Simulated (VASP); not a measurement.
A run of VASP 6.6.1 is set up as follows.

Contents of POSCAR:

```
Ta
1.0
    3.3000000000      0.0000000000      0.0000000000
    0.0000000000      3.3000000000      0.0000000000
    0.0000000000      0.0000000000      3.3000000000
Ta
2
Direct
    0.0000000000      0.0000000000      0.0000000000
    0.5000000000      0.5000000000      0.5000000000
```

File INCAR.step1:

```
SYSTEM = Ta
PREC     = Accurate       ! precision mode
ENCUT    = 600            ! plane-wave cutoff, eV
ISMEAR   = 0              ! smearing method
SIGMA    = 0.05           ! smearing width, eV
LREAL    = .False.        ! projectors in reciprocal space
LASPH    = .True.         ! aspherical terms in the spheres
NELM     = 100            ! most SCF steps
GGA      = PE             ! functional
ALGO     = Normal         ! electronic algorithm
EDIFF    = 1E-4           ! SCF threshold, eV
LWAVE    = .True.         ! write WAVECAR
LCHARG   = .False.        ! write CHGCAR
```

Contents of INCAR.step2:

```
SYSTEM = Ta
PREC     = Accurate       ! precision mode
ENCUT    = 600            ! plane-wave cutoff, eV
EDIFF    = 1E-7           ! SCF threshold, eV
ISMEAR   = 0              ! smearing method
SIGMA    = 0.05           ! smearing width, eV
LREAL    = .False.        ! projectors in reciprocal space
LASPH    = .True.         ! aspherical terms in the spheres
NELM     = 100            ! most SCF steps
ALGO     = Normal         ! electronic algorithm
ISIF     = 3              ! what is computed and relaxed
LWAVE    = .False.        ! write WAVECAR
LCHARG   = .False.        ! write CHGCAR
METAGGA  = R2SCAN         ! meta-GGA
LMIXTAU  = .True.       
IBRION   = 2              ! ionic algorithm
NSW      = 80             ! ionic steps
EDIFFG   = -0.03          ! ionic threshold
ISTART   = 1
```

Contents of KPOINTS:

```
Automatic mesh
0
Gamma
  8 8 8
  0 0 0
```

Potentials or basis: VASP PAW PBE potentials, release 64 (Ta_pv).

Run with:

```bash
$ cat potpaw_PBE.64/Ta_pv/POTCAR > POTCAR
$ cp INCAR.step1 INCAR
$ mpirun -np 1 vasp_std > vasp.out
$ cp INCAR.step2 INCAR
$ mpirun -np 1 vasp_std > vasp.out
```

(1) Predict the relaxed volume.

(2) Predict the space group after relaxing (to 0.1 Å).

(3) Predict the band gap on the k mesh.

(4) What does it give for the relaxed cell?

Results:

(1) 18.11 Å³/atom.

(2) Im-3m (No. 229).

(3) zero (bands 11 and 12 overlap by 2.78 eV).

(4) a = 3.308 Å, b = 3.308 Å, c = 3.308 Å, α = 90.00°, β = 90.00°, γ = 90.00°.

Caveat: the PAW data sets were made with another functional, which shifts forces and pressure a little; spin-orbit coupling is left out, which moves the levels of the heavy elements.
